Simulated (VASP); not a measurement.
Write the native input for VASP 6.6.1 that does the following.

* Task: single point
* Functional: PBE
* Potentials or basis: VASP PAW PBE potentials, release 64 (Mo_sv, S)
* Cutoff: 520 eV
* k mesh: 14 × 14 × 14
* Occupations: gaussian, width 0.1 eV
* Spin: no spin polarisation
* Hubbard terms: Mo d U = 4.38 eV
* Dipole correction: no
* Further INCAR settings: ALGO = Normal; EDIFF = 1e-06; NBANDS = 17

The structure of MoS lies in POSCAR:

```
MoS
1.0
    3.1141191221      0.0000000000      0.0000000000
    0.0000000000      3.1141191221      0.0000000000
    0.0000000000      0.0000000000      3.1141191221
Mo S
1 1
Direct
    0.0000000000      0.0000000000      0.0000000000
    0.5000000000      0.5000000000      0.5000000000
```

The input as run:

INCAR

```
  PREC = Accurate
  ENCUT = 520
  EDIFF = 1E-6
  ISMEAR = 0
  SIGMA = 0.1
  LREAL = F
  LASPH = T
  NELM = 150
  ALGO = Normal
  ISIF = 2
  LWAVE = F
  LCHARG = F
  LMAXMIX = 4
  LDAU = T
  LDAUTYPE = 2
  LDAUL = 2 -1
  LDAUU = 4.38 0
  LDAUJ = 0 0
  LDAUPRINT = 1
  GGA = PE
  NBANDS = 17
```

KPOINTS

```
regular mesh
0
Gamma
  14 14 14
```

Potentials or basis: VASP PAW PBE potentials, release 64 (Mo_sv, S).

Command:

```sh
$ cat potpaw_PBE.64/Mo_sv/POTCAR potpaw_PBE.64/S/POTCAR > POTCAR
$ mpirun -np 1 vasp_std > vasp.out
```

It gave:

```
Pressure               : -13.0 GPa
Band gap on the k mesh : zero (bands 10 and 11 overlap by 2.65 eV)
```

Caveat: the cell stands under tension; U without spin polarisation on a metal has little footing.

It took 22 s on 1 thread of AMD EPYC 9R45 96-Core Processor (Zen 5) (shared host), peak memory 0.15 GiB.
